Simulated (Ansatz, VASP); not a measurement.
One calculation of N, two programs

File INCAR:

```
SYSTEM = N
PREC     = Accurate       ! precision mode
ENCUT    = 520            ! plane-wave cutoff, eV
EDIFF    = 1E-6           ! SCF threshold, eV
ISMEAR   = 0              ! smearing method
SIGMA    = 0.05           ! smearing width, eV
LREAL    = .FALSE.        ! projectors in reciprocal space
LASPH    = .TRUE.         ! aspherical terms in the spheres
NELM     = 150            ! most SCF steps
ALGO     = Normal         ! electronic algorithm
ISIF     = 2              ! what is computed and relaxed
LWAVE    = .FALSE.        ! write WAVECAR
LCHARG   = .TRUE.         ! write CHGCAR
ISPIN    = 2              ! spin polarisation
MAGMOM   = 3.24 3.24 3.24 3.24 ! initial moments
LORBIT   = 11             ! projections on sites
GGA      = PS             ! functional
LELF     = .TRUE.         ! ELF
LVHAR    = .TRUE.       
NBANDS   = 22             ! bands
```

Contents of KPOINTS:

```
regular mesh
0
G
  4 4 4
  0 0 0
```

POSCAR

```
N
1.0
    5.8527529367     -0.1398268620     -0.1398268620
   -0.1398268620      5.8527529367     -0.1398268620
   -0.1398268620     -0.1398268620      5.8527529367
N
4
Direct
    0.0000638858      0.0000638858      0.0000638858
    0.4999361142      0.9999361142      0.5000638858
    0.5000638858      0.4999361142      0.9999361142
    0.9999361142      0.5000638858      0.4999361142
```

Input for Ansatz:

```yaml
crystal:
  lattice:
    - [5.8527529367, -0.139826862, -0.139826862]
    - [-0.139826862, 5.8527529367, -0.139826862]
    - [-0.139826862, -0.139826862, 5.8527529367]
  atoms:
    - { symbol: "N", position: [6.38858e-05, 6.38858e-05, 6.38858e-05], spin: 3.24 }
    - { symbol: "N", position: [0.4999361142, 0.9999361142, 0.5000638858], spin: 3.24 }
    - { symbol: "N", position: [0.5000638858, 0.4999361142, 0.9999361142], spin: 3.24 }
    - { symbol: "N", position: [0.9999361142, 0.5000638858, 0.4999361142], spin: 3.24 }
basis:
  ecutwfc: 420
kpoints:
  mp_grid: { grid: [4, 4, 4] }
hamiltonian:
  xc: pbesol
scf:
  occupations: { method: gaussian, width: 0.05 }
output:
  forces: true
  stress: true
  eigenvalues: true
  populations: true
magnetization:
  spin_polarized: true
```

Alike in both runs: task single point; functional PBEsol; k mesh 4 × 4 × 4; occupations gaussian, width 0.05 eV; collinear spin.

|  | VASP | Ansatz |
| --- | --- | --- |
| version | VASP 6.6.1 | Ansatz 0.2.0 |
| potentials or method | VASP PAW PBE potentials, release 64 (N), cutoff 520 eV | scalar-relativistic, plane waves, PAW |
| valence electrons in the cell | 20 | 20 |

|  | VASP | Ansatz | Ansatz less VASP |
| --- | --- | --- | --- |
| gap on the k mesh at the Fermi level (eV) | 3.30 | 3.29 | 0.000 |
| least direct gap on the mesh (eV) | 3.36 | 3.36 | -0.001 |
| pressure (GPa) | 0.0 | 0.1 | +0.05 |
| net moment per atom (μB) | 3.00 | 3.00 | 0.000 |
| size of the moment on the site where the two differ most (μB) | 1.94 | 2.94 | +0.994 |

VASP's potentials were made for PBE, not for PBEsol. Site moments also hang on the region over which each program counts them.
